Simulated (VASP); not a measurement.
TaWC2, 4 atoms in the cell. It takes space group R-3m (No. 166, trigonal). Conventional cell: a = 3.101 Å, b = 3.101 Å, c = 15.098 Å, α = 90.00°, β = 90.00°, γ = 120.00°. Within 2.9 Å of W (site symmetry -3m) lie 6 C at 2.18 Å. Ta (site symmetry -3m) has 6 C at 2.20 Å within 2.9 Å. Within 2.9 Å of C (site symmetry 3m) lie 3 W at 2.18 Å and 3 Ta at 2.20 Å. 

- Program: VASP 6.6.1
- Task: single point
- Functional: LDA
- Potentials or basis: VASP PAW LDA potentials, release 64 (W_sv, Ta_pv, C)
- Cutoff: 520 eV
- k mesh: 10 × 10 × 10
- Occupations: fermi-dirac, width 0.05 eV
- Spin: no spin polarisation
- Dipole correction: no
- Further INCAR settings: ALGO = Normal; EDIFF = 1e-07; NBANDS = 24

Potentials or basis: VASP PAW LDA potentials, release 64 (W_sv, Ta_pv, C).

The run is started by

```console
$ cat potpaw_LDA.64/W_sv/POTCAR potpaw_LDA.64/Ta_pv/POTCAR potpaw_LDA.64/C/POTCAR > POTCAR
$ mpirun -np 1 vasp_std > vasp.out
```

Hardware: 1 thread of Intel Xeon 8259CL (shared host).

Task: How long does it take, and how much memory?

Result: It took 6.8 min on 1 thread of Intel Xeon 8259CL, with other jobs on the host, peak memory 0.3 GiB. Counts: scf iterations 15, k points 116.
